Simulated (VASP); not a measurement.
Set up this calculation in VASP 6.6.1, as the native input.

| Item | Value |
| --- | --- |
| Task | single point |
| Functional | PBE |
| Potentials or basis | VASP PAW PBE potentials, release 64 (Al, N) |
| Cutoff | 520 eV |
| k mesh | 4 × 6 × 6 |
| Occupations | gaussian, width 0.1 eV |
| Spin | no spin polarisation |
| Dipole correction | no |
| Further INCAR settings | ALGO = Normal; EDIFF = 1e-06; NBANDS = 26 |

The structure of AlN lies in POSCAR:

```
AlN
1.0
    5.8741947700      0.0000000000      0.0000000000
    0.0000000000      3.3446897500      0.0000000000
    0.0000000000      0.0000000000      3.1669678000
Al N
4 4
Direct
    0.7500000000      0.0000000000      0.3554073800
    0.0000000000      0.5000000000      0.0000000000
    0.2500000000      0.0000000000      0.6445926200
    0.5000000000      0.5000000000      0.0000000000
    0.7500000000      0.5000000000      0.6445926200
    0.0000000000      0.0000000000      0.0000000000
    0.2500000000      0.5000000000      0.3554073800
    0.5000000000      0.0000000000      0.0000000000
```

The cell was generated, and may not be a known phase.

One way to write it, as run:

INCAR

```
ALGO = Normal ; EDIFF = 1E-6
ENCUT = 520 ; GGA = PE
ISIF = 2 ; ISMEAR = 0
LASPH = True ; LCHARG = False
LREAL = False ; LWAVE = False
NBANDS = 26 ; NELM = 80
PREC = Accurate ; SIGMA = 0.1
```

KPOINTS

```
k-points
0
Gamma
  4 6 6
```

Potentials or basis: VASP PAW PBE potentials, release 64 (Al, N).

Run with:

```console
$ cat potpaw_PBE.64/Al/POTCAR potpaw_PBE.64/N/POTCAR > POTCAR
$ mpirun -np 1 vasp_std > vasp.out
```

It gave:

- Pressure: 75.9 GPa
- Largest force: 5.703 eV/Å
- Band gap on the k mesh: 0.61 eV (least direct gap 1.33 eV)

Caveat: the stress differs along the axes, from 14 to 143 GPa; semilocal functionals underestimate gaps, and a narrow one can read as zero; forces of over 1 eV/Å act on the atoms, so gaps and moduli don't describe the material at rest.

It took 34 s on 1 thread of Intel(R) Xeon(R) Platinum 8488C (Sapphire Rapids) (shared host), peak memory 0.2 GiB.
